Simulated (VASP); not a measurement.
# BaTiO3 (Pm) in VASP: single point with PBE

Aim: the single point of BaTiO3 with PBE.

All numbers are computed with VASP 6.6.1; they aren't measurements. Logs are shortened: lines on timing, memory, paths and dates and some standing lists are left out, and cuts for length are marked.

**1. The cell of the first run**

Symmetry: Pm, No. 6, monoclinic system. The conventional cell has a = 4.106 Å, b = 3.972 Å, c = 12.567 Å, α = 90.00°, β = 90.49°, γ = 90.00°. Ba (site symmetry m) has 12 O at 2.81 to 3.07 Å and 6 Ti at 3.45 to 3.66 Å within 3.7 Å. Ba (site symmetry m) has 12 O at 2.77 to 3.06 Å and 8 Ti at 3.45 to 3.61 Å within 3.7 Å. Ba (site symmetry m) has 12 O at 2.77 to 3.06 Å and 8 Ti at 3.45 to 3.61 Å within 3.7 Å. Within 2.4 Å of Ti (site symmetry m) lie 5 O at 1.85 to 2.27 Å. Ti (site symmetry m) has 6 O at 1.85 to 2.27 Å within 2.4 Å. Within 2.4 Å of Ti (site symmetry m) lie 6 O at 1.85 to 2.27 Å. Within 2.7 Å of O (site symmetry m) lie 2 Ti at 2.00 Å. Within 2.7 Å of O (site symmetry m) lie 2 Ti at 2.00 Å.

**2. Single point, PBE**

The input, INCAR:

```
SYSTEM = BaTiO3
PREC = Accurate ; ENCUT = 520
EDIFF = 1E-7 ; ISMEAR = 0
SIGMA = 0.05 ; LREAL = Auto
LASPH = .TRUE. ; NELM = 100
ALGO = Normal ; ISIF = 2
LWAVE = .FALSE. ; LCHARG = .TRUE.
GGA = PE ; LELF = .TRUE.
LVHAR = .TRUE. ; NBANDS = 73
```

The input, KPOINTS:

```
Automatic mesh
0
G
  7 7 3
  0 0 0
```

The input, POSCAR:

```
BaTiO3
1.0
    0.0000000000      2.8905577535     -2.9158992878
   -3.9723905816      0.0000000000      0.0000000000
    0.0000000000      8.8492197840      8.9237013634
Ba Ti O
3 3 9
Direct
    0.9879234262      0.0000000000      0.9023995175
    0.9882707077      0.0000000000      0.2489950948
    0.9880970670      0.0000000000      0.5756973061
    0.4721456607      0.5000000000      0.0909395225
    0.4719720199      0.5000000000      0.4176417339
    0.4717983791      0.5000000000      0.7443439452
    0.5126723229      1.0000000000      0.0777016710
    0.5124986821      1.0000000000      0.4044038823
    0.5123250414      1.0000000000      0.7311060937
    0.0235890246      0.5000000000      0.0796212513
    0.0234153838      0.5000000000      0.4063234626
    0.0232417430      0.5000000000      0.7330256740
    0.5067117713      0.5000000000      0.2374859327
    0.5065381305      0.5000000000      0.5641881441
    0.5063644898      0.5000000000      0.8908903554
```

Potentials or basis: VASP PAW PBE potentials, release 64 (Ba_sv, Ti_sv, O).

The run is started by

```bash
$ cat potpaw_PBE.64/Ba_sv/POTCAR potpaw_PBE.64/Ti_sv/POTCAR potpaw_PBE.64/O/POTCAR > POTCAR
$ mpirun -np 1 vasp_std > vasp.out
```

OUTCAR:

```text
SYSTEM = BaTiO3
   PREC = Accurate
   ENCUT = 520
   EDIFF = 1E-7
   ISMEAR = 0
   LREAL = Auto
   LASPH = .TRUE.
   NELM = 100
   ISIF = 2
   GGA = PE

 ion  position               nearest neighbor table
   1  0.988  0.000  0.902-  15 2.81  15 2.81   9 2.89  15 2.92  15 2.92  12 2.92  12 2.92   7 2.96
                            10 2.99  10 2.99   9 3.06   7 3.07   6 3.45   6 3.45   6 3.51   6 3.51
   2  0.988  0.000  0.249-   8 2.77  11 2.81  11 2.81  13 2.81  13 2.81   8 2.89   7 2.89  13 2.92
                            13 2.92  10 2.92  10 2.92   7 3.06   4 3.45   4 3.45   5 3.51   5 3.51
   3  0.988  0.000  0.576-   9 2.77  12 2.81  12 2.81  14 2.81  14 2.81   8 2.89   9 2.89  14 2.92
                            14 2.92  11 2.92  11 2.92   8 3.06   5 3.45   5 3.45   5 3.51   5 3.51
   4  0.472  0.500  0.091-  13 1.85  10 1.85   7 2.00   7 2.00  10 2.27   2 3.45   2 3.45   2 3.51
                             2 3.51   1 3.66   1 3.66   1 3.76   1 3.76
   5  0.472  0.500  0.418-  14 1.85  11 1.85   8 2.00   8 2.00  11 2.27  13 2.27   3 3.45   3 3.45
                             3 3.51   3 3.51   2 3.51   2 3.51   2 3.61   2 3.61
   6  0.472  0.500  0.744-  15 1.85  12 1.85   9 2.00   9 2.00  14 2.27  12 2.27   1 3.45   1 3.45
                             3 3.51   3 3.51   1 3.51   1 3.51   3 3.61   3 3.61
   7  0.513  0.000  0.078-   4 2.00   4 2.00   2 2.89   1 2.96   2 3.06   1 3.07
   8  0.512  0.000  0.404-   5 2.00   5 2.00   2 2.77   2 2.89   3 2.89   3 3.06
   9  0.512  0.000  0.731-   6 2.00   6 2.00   3 2.77   1 2.89   3 2.89   1 3.06
  10  0.024  0.500  0.080-   4 1.85   4 2.27   2 2.92   2 2.92   1 2.99   1 2.99
  11  0.023  0.500  0.406-   5 1.85   5 2.27   2 2.81   2 2.81   3 2.92   3 2.92
  12  0.023  0.500  0.733-   6 1.85   6 2.27   3 2.81   3 2.81   1 2.92   1 2.92
  13  0.507  0.500  0.237-   4 1.85   5 2.27   2 2.81   2 2.81   2 2.92   2 2.92
  14  0.507  0.500  0.564-   5 1.85   6 2.27   3 2.81   3 2.81   3 2.92   3 2.92
  15  0.506  0.500  0.891-   6 1.85   1 2.81   1 2.81   1 2.92   1 2.92

  LATTYP: Found a simple monoclinic cell.
 ALAT       =     4.1058242513
 B/A-ratio  =     0.9675013684
 C/A-ratio  =     3.0608868404
 COS(beta)  =    -0.0085549484

  Lattice vectors:

 A1 = (   0.0000000000,   2.8905577535,  -2.9158992878)
 A2 = (  -3.9723905816,   0.0000000000,   0.0000000000)
 A3 = (   0.0000000000,   8.8492197840,   8.9237013634)

Analysis of symmetry for initial positions (statically):
=====================================================================
 Subroutine PRICEL returns:
 Original cell was already a primitive cell.

 Routine SETGRP: Setting up the symmetry group for a
 simple monoclinic supercell.

 Subroutine GETGRP returns: Found  2 space group operations
 (whereof  2 operations were pure point group operations)
 out of a pool of  4 trial point group operations.

The static configuration has the point symmetry C_1h.

Analysis of symmetry for dynamics (positions and initial velocities):
=====================================================================
 Subroutine PRICEL returns:
 Original cell was already a primitive cell.

 Routine SETGRP: Setting up the symmetry group for a
 simple monoclinic supercell.

 Subroutine GETGRP returns: Found  2 space group operations
 (whereof  2 operations were pure point group operations)
 out of a pool of  4 trial point group operations.

The dynamic configuration has the point symmetry C_1h.

 Subroutine INISYM returns: Found  2 space group operations
 (whereof  2 operations are pure point group operations),
 and found     1 'primitive' translations

----------------------------------------------------------------------------------------

                                     Primitive cell

  volume of cell :     204.9670

  direct lattice vectors                    reciprocal lattice vectors
     0.000000000  2.890557753 -2.915899288     0.000000000  0.172946961 -0.171503461
    -3.972390582  0.000000000  0.000000000    -0.251737582  0.000000000  0.000000000
     0.000000000  8.849219784  8.923701363     0.000000000  0.056511967  0.056020833

  length of vectors
     4.105824251  3.972390582 12.567463420     0.243565368  0.251737582  0.079573464

  position of ions in fractional coordinates (direct lattice)
     0.987923426  0.000000000  0.902399518
     0.988270708  0.000000000  0.248995095
     0.988097067  0.000000000  0.575697306
     0.472145661  0.500000000  0.090939523
     0.471972020  0.500000000  0.417641734
[... 49 lines left out ...]

 Subroutine IBZKPT returns following result:
 ===========================================

 Found     44 irreducible k-points:

 Following reciprocal coordinates:
            Coordinates               Weight
  0.000000  0.000000  0.000000      1.000000
  0.142857  0.000000 -0.000000      2.000000
  0.285714  0.000000 -0.000000      2.000000
  0.428571  0.000000 -0.000000      2.000000
  0.000000  0.142857  0.000000      2.000000
  0.142857  0.142857 -0.000000      4.000000
[... 16 lines left out ...]
 -0.142857  0.000000  0.333333      2.000000
  0.000000  0.142857  0.333333      4.000000
 [... further k-points ...]
   k-points           NKPTS =     44   k-points in BZ     NKDIM =     44   number of bands    NBANDS=     73
   number of dos      NEDOS =    301   number of ions     NIONS =     15
   total plane-waves  NPLWV =  92160
   dimension x,y,z NGX =    32 NGY =   30 NGZ =   96
   dimension x,y,z NGXF=    64 NGYF=   60 NGZF=  192
   ions per type =               3   3   9
   NGX,Y,Z   is equivalent  to a cutoff of  12.96, 12.56, 12.70 a.u.
   NGXF,Y,Z  is equivalent  to a cutoff of  25.91, 25.11, 25.40 a.u.
 SYSTEM =  BaTiO3
   PREC   = accura    normal or accurate (medium, high low for compatibility)
   ISTART =      0    job   : 0-new  1-cont  2-samecut
   ICHARG =      2    charge: 1-file 2-atom 10-const
   ISPIN  =      1    spin polarized calculation?
   LNONCOLLINEAR =      F non collinear calculations
   LSORBIT =      F    spin-orbit coupling
   LASPH  =      T    aspherical Exc in radial PAW
   ENCUT  =  520.0 eV  38.22 Ry    6.18 a.u.   7.63  7.39 23.37*2*pi/ulx,y,z
   NELM   =    100;   NELMIN=  2; NELMDL= -5     # of ELM steps
   EDIFF  = 0.1E-06   stopping-criterion for ELM
   LREAL  =      T    real-space projection
   EDIFFG = 0.1E-05   stopping-criterion for IOM
   NSW    =      0    number of steps for IOM
   IBRION =     -1    ionic relax: 0-MD 1-quasi-New 2-CG
   NFREE  =      0    steps in history (QN), initial steepest desc. (CG)
   ISIF   =      2    stress and relaxation
   ISYM   =      2    0-nonsym 1-usesym 2-fastsym
   POTIM  = 0.5000    time-step for ionic-motion
   TEBEG  =    0.0;   TEEND  =   0.0 temperature during run
   PSTRESS=    0.0 pullay stress
   NELECT =     120.0000    total number of electrons
   NUPDOWN=      -1.0000    fix difference up-down
   EMIN   =  10.00;   EMAX   =-10.00  energy-range for DOS
   EFERMI =   0.00;   METHOD = LEGACY
   ISMEAR =     0;   SIGMA  =   0.05  broadening in eV -4-tet -1-fermi 0-gaus
   EFERMI_NEDOS =   21; number of points for ismear=-14 and -15
   IALGO  =     38    algorithm
   IMIX   =      4    mixing-type and parameters
     AMIX     =   0.40;   BMIX     =  1.00
     AMIX_MAG =   1.60;   BMIX_MAG =  1.00
  volume/ion in A,a.u.               =      13.66        92.21
  Fermi-wavevector in a.u.,A,eV,Ry     =   1.369537  2.588050 25.519533  1.875633
  Thomas-Fermi vector in A             =   2.495404
   LORBIT       =      0    0 simple, 1 ext, 2 COOP (PROOUT), +10 PAW based schemes
   GGA     = PE    functional components
   LHFCALC =     F    Hartree Fock is set to
   AEXX    =    0.0000 exact exchange contribution
   IVDW    =     0    specifies the selected vdW correction
   LEPSILON=     F    determine dielectric tensor
   LRPA    =     F    only Hartree local field effects (RPA)
 non-spin polarized calculation
 Gauss-broadening in eV      SIGMA  =   0.05
  energy-cutoff  :      520.00
  volume of cell :      204.97
 maximum number of plane-waves:      5562
   NGX = 15   NGY = 15   NGZ = 47

 number of electron     119.9999965 magnetization

 Free energy of the ion-electron system (eV)
  ---------------------------------------------------
  ext. energy  EPLUGINS =         0.00000000
  ---------------------------------------------------
  free energy    TOTEN  =      -120.06471413 eV

  energy without entropy =     -120.06471413  energy(sigma->0) =     -120.06471413

 E-fermi :   3.7467     XC(G=0): -10.8889

 val. band max:        3.4943706946   @ k =   0.4286   0.4286  -0.0000
 cond. band min:       5.7337321915   @ k =   0.0000   0.0000   0.0000
 fundamental gap:      2.2393614969
 Fermi energy:         3.7466833072

 k-point     1 :       0.0000    0.0000    0.0000
  band No.  band energies     occupation
      1     -53.0382      2.00000
      2     -53.0260      2.00000
      3     -53.0068      2.00000
      4     -29.3521      2.00000
      5     -29.3374      2.00000
      6     -29.3183      2.00000
[... 1789 lines left out ...]
     71       7.9738      0.00000
     72       8.0169      0.00000

 [... further k-points ...]

 [bands above 72 left out]

------------------------ aborting loop because EDIFF is reached ----------------------------------------

  FORCE on cell =-STRESS in cart. coord.  units (eV):
  Direction    XX          YY          ZZ          XY          YZ          ZX
  --------------------------------------------------------------------------------------
  -------------------------------------------------------------------------------------
  Total        0.1519641     -0.3845729     -0.3271401      0.0000000     -0.7794453      0.0000000
  in kB        1.1878661     -3.0061128     -2.5571744      0.0000000     -6.0927338      0.0000000
  external PRESSURE =      -1.4584737 kB  Pullay stress =       0.0000000 kB

 VOLUME and BASIS-vectors are now :
 -----------------------------------------------------------------------------
  energy-cutoff  :      520.00
  volume of cell :      204.97
      direct lattice vectors                 reciprocal lattice vectors
     0.000000000  2.890557753 -2.915899288     0.000000000  0.172946961 -0.171503461
    -3.972390582  0.000000000  0.000000000    -0.251737582  0.000000000  0.000000000
     0.000000000  8.849219784  8.923701363     0.000000000  0.056511967  0.056020833

 POSITION                                       TOTAL-FORCE (eV/Angst)
 -----------------------------------------------------------------------------------
      0.00000     10.84118      5.17206         0.000000      0.463448      0.456816
      0.00000      5.06007     -0.65974         0.000000     -0.145742     -0.199058
      0.00000      7.95062      2.25616         0.000000     -0.026121     -0.072923
     -1.98620      2.16951     -0.56521         0.000000      0.112279      0.135906
     -1.98620      5.06007      2.35069         0.000000      0.003582     -0.070506
     -1.98620      7.95062      5.26659         0.000000      0.161338     -0.012936
      0.00000      2.16951     -0.80151         0.000000     -0.250351     -0.341347
      0.00000      5.06007      2.11438         0.000000      0.014130      0.032525
      0.00000      7.95062      5.03028         0.000000      0.038834      0.044387
     -1.98620      0.77277      0.64173         0.000000     -0.258960     -0.292629
     -1.98620      3.66333      3.55763         0.000000     -0.023406      0.072643
     -1.98620      6.55389      6.47353         0.000000     -0.045464      0.141136
     -1.98620      3.56624      0.64173         0.000000     -0.135836     -0.048682
     -1.98620      6.45680      3.55763         0.000000      0.025393      0.046685
     -1.98620      9.34736      6.47353         0.000000      0.066876      0.107983
 -----------------------------------------------------------------------------------
    total drift:                               -0.000000     -0.015648      0.020242

  FREE ENERGIE OF THE ION-ELECTRON SYSTEM (eV)
  ---------------------------------------------------
  free  energy   TOTEN  =      -120.0647141275 eV

  energy  without entropy=     -120.0647141275  energy(sigma->0) =     -120.06471413
```

Wall time 12 min (1 thread of AMD EPYC 9R45 (Zen 5), shared host); peak memory 0.51 GiB.

What came out:

```yaml
Free_energy: -120.0647 eV
Pressure: -0.1 GPa
Largest_force: 0.651 eV/Å
Band_gap_on_the_k_mesh: 2.24 eV
```

Forces on the atoms (eV/Å):
```
Ba   0.000  0.463  0.457
Ba   0.000 -0.146 -0.199
Ba   0.000 -0.026 -0.073
Ti   0.000  0.112  0.136
Ti   0.000  0.004 -0.071
Ti   0.000  0.161 -0.013
O    0.000 -0.250 -0.341
O    0.000  0.014  0.033
O    0.000  0.039  0.044
O    0.000 -0.259 -0.293
O    0.000 -0.023  0.073
O    0.000 -0.045  0.141
O    0.000 -0.136 -0.049
O    0.000  0.025  0.047
O    0.000  0.067  0.108
```

Stress tensor (GPa, compression positive):
```
 0.12  0.00  0.00
 0.00 -0.30 -0.61
 0.00 -0.61 -0.26
```

Levels at points of the mesh, in eV from the valence-band top:
```csv
k point,band 57,band 58,band 59,band 60,band 61,band 62,band 63,band 64
"(0.00, 0.00, 0.00)",-0.87,-0.84,-0.80,-0.66,2.24,2.40,2.47,2.58
```

Caveat: spin-orbit coupling is left out, which moves the levels of the heavy elements. A k mesh can miss the band edges.
